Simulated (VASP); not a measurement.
Input of a VASP 6.6.1 run:

The input INCAR:

```
SYSTEM = SrO
ALGO     = Normal         ! electronic algorithm
EDIFF    = 1E-7           ! SCF threshold, eV
EDIFFG   = -0.005         ! ionic threshold
ENCUT    = 600            ! plane-wave cutoff, eV
GGA      = PS             ! functional
IBRION   = 2              ! ionic algorithm
ISIF     = 3              ! what is computed and relaxed
ISMEAR   = -1             ! smearing method
LASPH    = .TRUE.         ! aspherical terms in the spheres
LCHARG   = .FALSE.        ! write CHGCAR
LREAL    = .FALSE.        ! projectors in reciprocal space
LWAVE    = .FALSE.        ! write WAVECAR
NELM     = 100            ! most SCF steps
NSW      = 80             ! ionic steps
PREC     = Accurate       ! precision mode
PSTRESS  = 200.0        
SIGMA    = 0.05           ! smearing width, eV
```

The input KPOINTS:

```
k-points
0
G
  9 9 9
  0 0 0
```

POSCAR

```
SrO
1.0
    0.0000000000      2.5663000000      2.5663000000
    2.5663000000      0.0000000000      2.5663000000
    2.5663000000      2.5663000000      0.0000000000
Sr O
1 1
Direct
    0.5000000000      0.5000000000      0.5000000000
    0.0000000000      0.0000000000      0.0000000000
```

Potentials or basis: VASP PAW PBE potentials, release 64 (Sr_sv, O).

Run with:

```sh
$ cat potpaw_PBE.64/Sr_sv/POTCAR potpaw_PBE.64/O/POTCAR > POTCAR
$ mpirun -np 1 vasp_std > vasp.out
```

Task: Predict the relaxed cell.

Result: a = 3.451 Å, b = 3.451 Å, c = 3.451 Å, α = 60.00°, β = 60.00°, γ = 60.00°.

Task: Predict the relaxed volume.

Result: 14.53 Å³/atom.

Task: What does it give for the space group after relaxing (to 0.1 Å)?

Result: Fm-3m (No. 225).

Final structure:
```
Sr O
1.0
     0.00000    2.44027    2.44027
     2.44027    0.00000    2.44027
     2.44027    2.44027    0.00000
Sr O
1 1
Direct
  0.50000 0.50000 0.50000
  0.00000 0.00000 0.00000
```

Caveat: the cell is relaxed towards a set pressure, so the run minimises the enthalpy, not the energy; the PAW data sets were made with another functional, which shifts forces and pressure a little.
